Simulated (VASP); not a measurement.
# C in VASP: notebook

The runs below take C through single point, with PBE+D3(BJ).

Program: VASP 6.6.1. These are calculated values, not measurements. Logs are shortened: lines on timing, memory, paths and dates and some standing lists are left out, and cuts for length are marked.

## (1) The cell of the first run

Symmetry: Cmmm, No. 65, orthorhombic system. The conventional cell has a = 2.465 Å, b = 4.269 Å, c = 3.572 Å, α = 90.00°, β = 90.00°, γ = 90.00°. C (site symmetry m2m) has 3 C at 1.33 to 1.47 Å within 1.8 Å.

## (2) Single point, PBE+D3(BJ) (atoms displaced along several vibrational modes)

INCAR

```
SYSTEM = C
PREC     = Accurate       ! precision mode
ENCUT    = 520            ! plane-wave cutoff, eV
EDIFF    = 1E-6           ! SCF threshold, eV
ISMEAR   = 0              ! smearing method
SIGMA    = 0.15           ! smearing width, eV
LREAL    = .FALSE.        ! projectors in reciprocal space
LASPH    = .TRUE.         ! aspherical terms in the spheres
NELM     = 100            ! most SCF steps
ALGO     = Normal         ! electronic algorithm
ISIF     = 2              ! what is computed and relaxed
LWAVE    = .FALSE.        ! write WAVECAR
LCHARG   = .FALSE.        ! write CHGCAR
GGA      = PE             ! functional
IVDW     = 12             ! dispersion correction
NBANDS   = 16             ! bands
```

KPOINTS

```
Automatic mesh
0
G
  18 12 10
  0 0 0
```

POSCAR

```
C
1.0
   -2.4646600698      0.0000000000      0.0000000000
    0.0000000000      0.0000000000     -3.5719696368
    0.0000000000     -4.2689164642      0.0000000000
C
4
Direct
    0.5000000000      0.0000000000      0.1554225957
    0.0000000000      0.0000000000      0.6554225957
    0.0000000000      0.0000000000      0.3445774043
    0.5000000000      0.0000000000      0.8445774043
```

Potentials or basis: VASP PAW PBE potentials, release 64 (C).

Run with:

```sh
$ cat potpaw_PBE.64/C/POTCAR > POTCAR
$ mpirun -np 1 vasp_std > vasp.out
```

OUTCAR:

```text
SYSTEM = C
   PREC = Accurate
   ENCUT = 520
   EDIFF = 1E-6
   ISMEAR = 0
   LREAL = .FALSE.
   LASPH = .TRUE.
   NELM = 100
   ISIF = 2
   GGA = PE
   IVDW = 12
 IVDW          = 12

 ion  position               nearest neighbor table
   1  0.500  0.000  0.155-   4 1.33   3 1.47   3 1.47
   2  0.000  0.000  0.655-   3 1.33   4 1.47   4 1.47
   3  0.000  0.000  0.345-   2 1.33   1 1.47   1 1.47
   4  0.500  0.000  0.845-   1 1.33   2 1.47   2 1.47

  LATTYP: Found a simple orthorhombic cell.
 ALAT       =     2.4646600698
 B/A-ratio  =     1.4492747623
 C/A-ratio  =     1.7320508075

  Lattice vectors:

 A1 = (  -2.4646600698,   0.0000000000,   0.0000000000)
 A2 = (   0.0000000000,   0.0000000000,  -3.5719696368)
 A3 = (   0.0000000000,  -4.2689164642,   0.0000000000)

Analysis of symmetry for initial positions (statically):
=====================================================================
 Subroutine PRICEL returns following result:

  LATTYP: Found a hexagonal cell.
 ALAT       =     2.4646600698
 C/A-ratio  =     1.4492747623

  Lattice vectors:

 A1 = (  -1.2323300349,  -2.1344582321,   0.0000000000)
 A2 = (  -1.2323300349,   2.1344582321,   0.0000000000)
 A3 = (   0.0000000000,   0.0000000000,  -3.5719696368)

   2 primitive cells build up your supercell.

 Routine SETGRP: Setting up the symmetry group for a
 simple orthorhombic supercell.

 Subroutine GETGRP returns: Found  8 space group operations
 (whereof  8 operations were pure point group operations)
 out of a pool of  8 trial point group operations.

The static configuration has the point symmetry D_2h.

Analysis of symmetry for dynamics (positions and initial velocities):
=====================================================================
 Subroutine PRICEL returns following result:

  LATTYP: Found a hexagonal cell.
 ALAT       =     2.4646600698
 C/A-ratio  =     1.4492747623

  Lattice vectors:

 A1 = (  -1.2323300349,  -2.1344582321,   0.0000000000)
 A2 = (  -1.2323300349,   2.1344582321,   0.0000000000)
 A3 = (   0.0000000000,   0.0000000000,  -3.5719696368)

   2 primitive cells build up your supercell.

 Routine SETGRP: Setting up the symmetry group for a
 simple orthorhombic supercell.

 Subroutine GETGRP returns: Found  8 space group operations
 (whereof  8 operations were pure point group operations)
 out of a pool of  8 trial point group operations.

The dynamic configuration has the point symmetry D_2h.

 Subroutine INISYM returns: Found  8 space group operations
 (whereof  8 operations are pure point group operations),
 and found     2 'primitive' translations

----------------------------------------------------------------------------------------

                                     Primitive cell

  volume of cell :      18.7911

  direct lattice vectors                    reciprocal lattice vectors
    -1.232330035 -2.134458232  0.000000000    -0.405735465 -0.234251480  0.000000000
    -1.232330035  2.134458232  0.000000000    -0.405735465  0.234251480  0.000000000
     0.000000000  0.000000000 -3.571969637     0.000000000  0.000000000 -0.279957587

  length of vectors
     2.464660070  2.464660070  3.571969637     0.468502960  0.468502960  0.279957587

  position of ions in fractional coordinates (direct lattice)
     0.655422596  0.344577404  0.000000000
     0.344577404  0.655422596  0.000000000

  ion indices of the primitive-cell ions
   primitive index   ion index
                 1           1
                 2           4

----------------------------------------------------------------------------------------

 KPOINTS: Automatic mesh

Automatic generation of k-mesh.
 Grid dimensions read from file:
 generate k-points for:   18   12   10

 Generating k-lattice:

  Cartesian coordinates                     Fractional coordinates (reciprocal lattice)
    -0.022540859  0.000000000  0.000000000     0.055555556  0.000000000  0.000000000
     0.000000000  0.000000000 -0.023329799     0.000000000  0.083333333  0.000000000
     0.000000000 -0.023425148  0.000000000     0.000000000  0.000000000  0.100000000

  Length of vectors
     0.022540859  0.023329799  0.023425148

  Shift w.r.t. Gamma in fractional coordinates (k-lattice)
     0.000000000  0.000000000  0.000000000

 Subroutine IBZKPT returns following result:
 ===========================================

 Found    420 irreducible k-points:

 Following reciprocal coordinates:
            Coordinates               Weight
  0.000000  0.000000  0.000000      1.000000
  0.055556  0.000000  0.000000      2.000000
  0.111111  0.000000  0.000000      2.000000
  0.166667  0.000000  0.000000      2.000000
  0.222222  0.000000  0.000000      2.000000
  0.277778  0.000000  0.000000      2.000000
[... 16 lines left out ...]
  0.111111  0.166667  0.000000      4.000000
  0.166667  0.166667  0.000000      4.000000
 [... further k-points ...]
   k-points           NKPTS =    420   k-points in BZ     NKDIM =    420   number of bands    NBANDS=     16
   number of dos      NEDOS =    301   number of ions     NIONS =      4
   total plane-waves  NPLWV =  16128
   dimension x,y,z NGX =    18 NGY =   28 NGZ =   32
   dimension x,y,z NGXF=    36 NGYF=   56 NGZF=   64
   ions per type =               4
   NGX,Y,Z   is equivalent  to a cutoff of  12.14, 13.03, 12.46 a.u.
   NGXF,Y,Z  is equivalent  to a cutoff of  24.28, 26.06, 24.92 a.u.
 SYSTEM =  C
   PREC   = accura    normal or accurate (medium, high low for compatibility)
   ISTART =      0    job   : 0-new  1-cont  2-samecut
   ICHARG =      2    charge: 1-file 2-atom 10-const
   ISPIN  =      1    spin polarized calculation?
   LNONCOLLINEAR =      F non collinear calculations
   LSORBIT =      F    spin-orbit coupling
   LASPH  =      T    aspherical Exc in radial PAW
   ENCUT  =  520.0 eV  38.22 Ry    6.18 a.u.   4.58  6.64  7.94*2*pi/ulx,y,z
   NELM   =    100;   NELMIN=  2; NELMDL= -5     # of ELM steps
   EDIFF  = 0.1E-05   stopping-criterion for ELM
   LREAL  =      F    real-space projection
   EDIFFG = 0.1E-04   stopping-criterion for IOM
   NSW    =      0    number of steps for IOM
   IBRION =     -1    ionic relax: 0-MD 1-quasi-New 2-CG
   NFREE  =      0    steps in history (QN), initial steepest desc. (CG)
   ISIF   =      2    stress and relaxation
   ISYM   =      2    0-nonsym 1-usesym 2-fastsym
   POTIM  = 0.5000    time-step for ionic-motion
   TEBEG  =    0.0;   TEEND  =   0.0 temperature during run
   PSTRESS=    0.0 pullay stress
   NELECT =      16.0000    total number of electrons
   NUPDOWN=      -1.0000    fix difference up-down
   EMIN   =  10.00;   EMAX   =-10.00  energy-range for DOS
   EFERMI =   0.00;   METHOD = LEGACY
   ISMEAR =     0;   SIGMA  =   0.15  broadening in eV -4-tet -1-fermi 0-gaus
   EFERMI_NEDOS =   21; number of points for ismear=-14 and -15
   IALGO  =     38    algorithm
   IMIX   =      4    mixing-type and parameters
     AMIX     =   0.40;   BMIX     =  1.00
     AMIX_MAG =   1.60;   BMIX_MAG =  1.00
  volume/ion in A,a.u.               =       9.40        63.40
  Fermi-wavevector in a.u.,A,eV,Ry     =   1.231556  2.327303 20.636352  1.516729
  Thomas-Fermi vector in A             =   2.366360
   LORBIT       =      0    0 simple, 1 ext, 2 COOP (PROOUT), +10 PAW based schemes
   GGA     = PE    functional components
   LHFCALC =     F    Hartree Fock is set to
   AEXX    =    0.0000 exact exchange contribution
   IVDW    =    12    specifies the selected vdW correction
   LEPSILON=     F    determine dielectric tensor
   LRPA    =     F    only Hartree local field effects (RPA)
 non-spin polarized calculation
 Gauss-broadening in eV      SIGMA  =   0.15
  energy-cutoff  :      520.00
  volume of cell :       37.58
 maximum number of plane-waves:      1040
   NGX =  9   NGY = 13   NGZ = 15

 number of electron      16.0000004 magnetization

 Free energy of the ion-electron system (eV)
  ---------------------------------------------------
  ext. energy  EPLUGINS =         0.00000000
  ---------------------------------------------------
  free energy    TOTEN  =       -36.32131654 eV

  energy without entropy =      -36.32010717  energy(sigma->0) =      -36.32071186

 E-fermi :   4.0220     XC(G=0):  -9.8724

 val. band max:        4.0053307741   @ k =   0.2778   0.2500   0.0000
 cond. band min:       4.0271340331   @ k =   0.2222   0.0833   0.0000
 fundamental gap:      0.0218032590
 Fermi energy:         4.0220374024

 k-point     1 :       0.0000    0.0000    0.0000
  band No.  band energies     occupation
      1     -15.4650      2.00000
      2      -9.9646      2.00000
      3      -9.7703      2.00000
      4      -2.7414      2.00000
      5      -1.6870      2.00000
      6      -0.2263      2.00000
[... 8 lines left out ...]
     15      15.2498      0.00000
     16      15.8300      0.00000

 k-point     2 :       0.0556    0.0000    0.0000
  band No.  band energies     occupation
      1     -15.4096      2.00000
      2      -9.9224      2.00000
      3      -9.7195      2.00000
      4      -2.6803      2.00000
      5      -1.9412      2.00000
      6      -0.3274      2.00000
[... 8 lines left out ...]
     15      15.3021      0.00000
     16      15.6702      0.00000

 k-point     3 :       0.1111    0.0000    0.0000
  band No.  band energies     occupation
      1     -15.2438      2.00000
      2      -9.7993      2.00000
      3      -9.5677      2.00000
      4      -2.6272      2.00000
      5      -2.4977      2.00000
      6      -0.6239      2.00000
[... 8 lines left out ...]
     15      15.3664      0.00000
     16      15.4569      0.00000

 k-point     4 :       0.1667    0.0000    0.0000
  band No.  band energies     occupation
      1     -14.9680      2.00000
      2      -9.6058      2.00000
      3      -9.3148      2.00000
      4      -3.5789      2.00000
      5      -2.1961      2.00000
      6      -1.0952      2.00000
[... 8 lines left out ...]
     15      15.7066      0.00000
     16      16.4419      0.00000

 k-point     5 :       0.2222    0.0000    0.0000
  band No.  band energies     occupation
      1     -14.5838      2.00000
      2      -9.3690      2.00000
      3      -8.9611      2.00000
      4      -4.6287      2.00000
      5      -1.7794      2.00000
      6      -1.7087      2.00000
[... 8 lines left out ...]
     15      16.1798      0.00000
     16      16.8794      0.00000

 k-point     6 :       0.2778    0.0000    0.0000
  band No.  band energies     occupation
      1     -14.0937      2.00000
      2      -9.1595      2.00000
      3      -8.5074      2.00000
      4      -5.6117      2.00000
      5      -2.4241      2.00000
      6      -1.5863      2.00000
[... 8 lines left out ...]
     15      17.0707      0.00000
     16      17.1022      0.00000
[... 267 lines left out ...]
 k-point    21 :       0.0000    0.1667    0.0000
  band No.  band energies     occupation
      1     -15.4211      2.00000
      2      -9.9400      2.00000
      3      -9.7372      2.00000
      4      -3.1429      2.00000
      5      -1.6789      2.00000
      6      -0.2202      2.00000
[... 8 lines left out ...]
     15      15.7551      0.00000
     16      16.1867      0.00000

 k-point    22 :       0.0556    0.1667    0.0000
  band No.  band energies     occupation
      1     -15.3659      2.00000
      2      -9.8981      2.00000
      3      -9.6867      2.00000
      4      -3.0807      2.00000
      5      -1.9321      2.00000
      6      -0.3213      2.00000
[... 8 lines left out ...]
     15      15.6695      0.00000
     16      16.2366      0.00000

 k-point    23 :       0.1111    0.1667    0.0000
  band No.  band energies     occupation
      1     -15.2003      2.00000
      2      -9.7751      2.00000
      3      -9.5353      2.00000
      4      -2.8946      2.00000
      5      -2.6154      2.00000
      6      -0.6177      2.00000
[... 8 lines left out ...]
     15      15.6820      0.00000
     16      16.3799      0.00000

 k-point    24 :       0.1667    0.1667    0.0000
  band No.  band energies     occupation
      1     -14.9252      2.00000
      2      -9.5820      2.00000
      3      -9.2830      2.00000
      4      -3.5639      2.00000
      5      -2.5869      2.00000
      6      -1.0885      2.00000
[... 8 lines left out ...]
     15      16.4674      0.00000
     16      16.6115      0.00000

 [... further k-points ...]

------------------------ aborting loop because EDIFF is reached ----------------------------------------

 Edisp (eV)   -0.58024

 E8    (eV) :    -0.1630

  FORCE on cell =-STRESS in cart. coord.  units (eV):
  Direction    XX          YY          ZZ          XY          YZ          ZX
  --------------------------------------------------------------------------------------
  -------------------------------------------------------------------------------------
  Total      -0.87141     4.26882    -0.06420     0.00000     0.00000     0.00000
  in kB     -37.14930   181.98507    -2.73691     0.00000     0.00000     0.00000
  external pressure =       47.37 kB  Pullay stress =        0.00 kB

 VOLUME and BASIS-vectors are now :
 -----------------------------------------------------------------------------
  energy-cutoff  :      520.00
  volume of cell :       37.58
      direct lattice vectors                 reciprocal lattice vectors
    -2.464660070  0.000000000  0.000000000    -0.405735465  0.000000000  0.000000000
     0.000000000  0.000000000 -3.571969637     0.000000000  0.000000000 -0.279957587
     0.000000000 -4.268916464  0.000000000     0.000000000 -0.234251480  0.000000000

 POSITION                                       TOTAL-FORCE (eV/Angst)
 -----------------------------------------------------------------------------------
     -1.23233     -0.66349      0.00000         0.000000     -5.770173      0.000000
      0.00000     -2.79794      0.00000         0.000000     -5.770173     -0.000000
      0.00000     -1.47097      0.00000         0.000000      5.770173     -0.000000
     -1.23233     -3.60543      0.00000        -0.000000      5.770173      0.000000
 -----------------------------------------------------------------------------------
    total drift:                               -0.000000     -0.000000     -0.000000

  FREE ENERGIE OF THE ION-ELECTRON SYSTEM (eV)
  ---------------------------------------------------
  free  energy   TOTEN  =       -36.9015589470 eV

  energy  without entropy=      -36.9003495773  energy(sigma->0) =      -36.90095426
```

Run time: 3.9 min. Hardware: 1 thread of Intel Xeon 8259CL, shared host; peak memory 0.29 GiB.

What came out:

- Free energy: -36.9016 eV
- Pressure: 4.7 GPa
- Largest force: 5.770 eV/Å
- Band gap on the k mesh: zero (bands 8 and 9 overlap by 0.80 eV)
- Dispersion energy per atom: -0.145 eV

Forces in eV/Å, atoms in the order of the input:
```
C    0.000 -5.770  0.000
C    0.000 -5.770  0.000
C    0.000  5.770  0.000
C    0.000  5.770  0.000
```

Levels at points of the mesh, in eV from the Fermi level:
| k point | band 5 | band 6 | band 7 | band 8 | band 9 | band 10 | band 11 | band 12 |
| --- | --- | --- | --- | --- | --- | --- | --- | --- |
| (0.00, 0.00, 0.00) | -5.71 | -4.25 | -1.42 | -0.94 | 1.30 | 3.98 | 6.60 | 7.72 |
| (0.50, 0.00, 0.00) | -9.50 | -9.50 | -2.36 | -2.36 | 4.03 | 4.03 | 9.16 | 9.16 |
| (0.00, 0.50, 0.00) | -5.68 | -4.23 | -2.02 | -1.40 | 0.17 | 6.64 | 7.97 | 9.27 |
| (0.50, 0.50, 0.00) | -9.44 | -9.44 | -3.42 | -3.42 | 3.17 | 3.17 | 10.10 | 10.10 |
| (0.00, 0.00, 0.50) | -5.02 | -5.02 | -4.12 | -4.12 | 5.81 | 5.81 | 7.40 | 7.40 |
| (0.50, 0.00, 0.50) | -6.48 | -6.48 | -2.11 | -2.11 | 3.14 | 3.14 | 6.93 | 6.93 |
| (0.00, 0.50, 0.50) | -6.35 | -6.35 | -4.09 | -4.09 | 6.78 | 6.78 | 8.88 | 8.88 |
| (0.50, 0.50, 0.50) | -6.45 | -6.45 | -3.06 | -3.06 | 1.75 | 1.75 | 7.15 | 7.15 |

Caveat: the cell differs from its parent crystal (atoms displaced along several vibrational modes); the stress differs along the axes, from -4 to 18 GPa; forces of over 1 eV/Å act on the atoms, so gaps and moduli don't describe the material at rest.

## (3) Single point, PBE+D3(BJ) (atoms displaced along several vibrational modes)

INCAR

```
SYSTEM = C
PREC = Accurate
ENCUT = 520
EDIFF = 1E-7
ISMEAR = 0
SIGMA = 0.15
LREAL = .FALSE.
LASPH = .TRUE.
NELM = 100
ALGO = Normal
ISIF = 2
LWAVE = .FALSE.
LCHARG = .FALSE.
GGA = PE
IVDW = 12
NBANDS = 16
```

KPOINTS

```
regular mesh
0
G
  18 12 10
  0 0 0
```

POSCAR

```
C
1.0
   -2.4646600698      0.0000000000      0.0000000000
    0.0000000000      0.0000000000     -3.5719696368
    0.0000000000     -4.2689164642      0.0000000000
C
4
Direct
    0.5000000000      0.0000000000      0.1835327733
    0.0000000000      0.0000000000      0.6610446312
    0.0000000000      0.0000000000      0.3164672267
    0.5000000000      0.0000000000      0.8389553688
```

Potentials or basis: VASP PAW PBE potentials, release 64 (C).

Run with:

```sh
$ cat potpaw_PBE.64/C/POTCAR > POTCAR
$ mpirun -np 1 vasp_std > vasp.out
```

It took 4.6 min on 1 thread of Intel Xeon 8259CL, shared host; peak memory 0.29 GiB.

Results (log left out):

| Property | Result |
| --- | --- |
| Free energy | -36.9479 eV |
| Pressure | 2.8 GPa |
| Largest force | 6.278 eV/Å |
| Band gap on the k mesh | zero (bands 8 and 9 overlap by 0.35 eV) |
| Dispersion energy per atom | -0.144 eV |

Forces on the atoms (eV/Å):
```
C    0.000  6.278  0.000
C    0.000 -1.361  0.000
C    0.000 -6.278  0.000
C    0.000  1.361  0.000
```

Stress tensor (GPa, compression positive):
```
11.69  0.00  0.00
 0.00 -3.11  0.00
 0.00  0.00 -0.04
```

Levels at points of the mesh, in eV from the Fermi level:
```
           k point  band 5  band 6  band 7  band 8  band 9  band 10  band 11  band 12
(0.00, 0.00, 0.00)   -6.94   -3.34   -2.20   -2.15    2.91     3.82     6.56     7.93
(0.50, 0.00, 0.00)   -8.61   -8.61   -2.05   -2.05    2.95     2.95     9.25     9.25
(0.00, 0.50, 0.00)   -7.18   -3.32   -3.12   -2.18    1.54     6.72     8.09     9.15
(0.50, 0.50, 0.00)   -8.54   -8.54   -3.19   -3.19    2.15     2.15    10.61    10.61
(0.00, 0.00, 0.50)   -6.53   -5.71   -4.80   -4.35    5.56     5.72     7.21     7.22
(0.50, 0.00, 0.50)   -6.17   -6.17   -1.72   -1.72    2.07     2.07     7.04     7.04
(0.00, 0.50, 0.50)   -6.68   -6.46   -6.19   -4.32    6.45     7.28     7.75     8.39
(0.50, 0.50, 0.50)   -6.14   -6.14   -2.72   -2.72    0.82     0.82     7.28     7.28
```

Caveat: the cell differs from its parent crystal (atoms displaced along several vibrational modes); the stress differs along the axes, from -3 to 12 GPa; forces of over 1 eV/Å act on the atoms, so gaps and moduli don't describe the material at rest.

The gap in the log of VASP goes by the Fermi energy; the results here count the filled bands.